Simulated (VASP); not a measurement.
# Cu: single point with LDA

Crystal: Cu.

```xyz
2
Lattice="-1.4274 1.4274 1.3411 1.4274 -1.4274 1.3411 2.8548 2.8548 0.0000" Properties=species:S:1:pos:R:3 pbc="T T T"
Cu   -0.2956    0.2956   -0.0725
Cu    1.7230    1.1318    1.4136
```

This cell differs from its parent crystal: atoms displaced along several vibrational modes.

```json
{
  "Program": "VASP 6.6.1",
  "Task": "single point",
  "Functional": "LDA",
  "Potentials or basis": "VASP PAW LDA potentials, release 64 (Cu)",
  "Cutoff": "520 eV",
  "k mesh": "20 × 20 × 12",
  "Occupations": "gaussian, width 0.15 eV",
  "Spin": "no spin polarisation",
  "Dipole correction": "no",
  "Further INCAR settings": "ALGO = Fast; EDIFF = 1e-06; NBANDS = 18"
}
```

| Property | Result |
| --- | --- |
| Pressure | 3.9 GPa |
| Largest force | 0.583 eV/Å |
| Band gap on the k mesh | zero (bands 11 and 12 overlap by 6.09 eV) |

Forces in eV/Å, atoms in the order of the input:
```
Cu   0.405 -0.405  0.110
Cu  -0.405  0.405 -0.110
```

Stress tensor (GPa, compression positive):
```
 9.27 -1.14 -1.76
-1.14  9.27  1.76
-1.76  1.76 -6.94
```

Levels at points of the mesh, in eV from the Fermi level:
| k point | band 8 | band 9 | band 10 | band 11 | band 12 | band 13 | band 14 | band 15 |
| --- | --- | --- | --- | --- | --- | --- | --- | --- |
| (0.00, 0.00, 0.00) | -2.50 | -2.44 | -2.23 | -1.67 | -1.09 | 4.31 | 20.33 | 21.38 |
| (0.50, 0.00, 0.00) | -1.95 | -1.82 | -1.78 | -0.18 | 1.22 | 7.78 | 8.27 | 10.75 |
| (0.00, 0.50, 0.00) | -1.88 | -1.87 | -1.63 | -0.67 | 1.71 | 6.76 | 7.36 | 11.54 |
| (0.50, 0.50, 0.00) | -1.86 | -1.66 | -1.49 | 1.17 | 2.19 | 10.18 | 10.31 | 10.71 |
| (0.00, 0.00, 0.50) | -2.78 | -2.19 | -2.19 | -2.02 | -2.02 | 13.41 | 13.41 | 21.36 |
| (0.50, 0.00, 0.50) | -2.01 | -1.80 | -1.80 | -0.04 | -0.04 | 4.71 | 4.71 | 18.03 |
| (0.00, 0.50, 0.50) | -2.33 | -1.82 | -1.82 | 0.61 | 0.61 | 4.16 | 4.16 | 18.55 |
| (0.50, 0.50, 0.50) | -1.71 | -1.57 | -1.57 | 1.04 | 1.04 | 6.91 | 6.91 | 13.43 |

Wall time 4.1 min on 1 thread of AMD EPYC 9R45 (Zen 5) (shared host), peak memory 0.47 GiB.

Caveat: the cell differs from its parent crystal (atoms displaced along several vibrational modes); the stress differs along the axes, from -7 to 9 GPa.
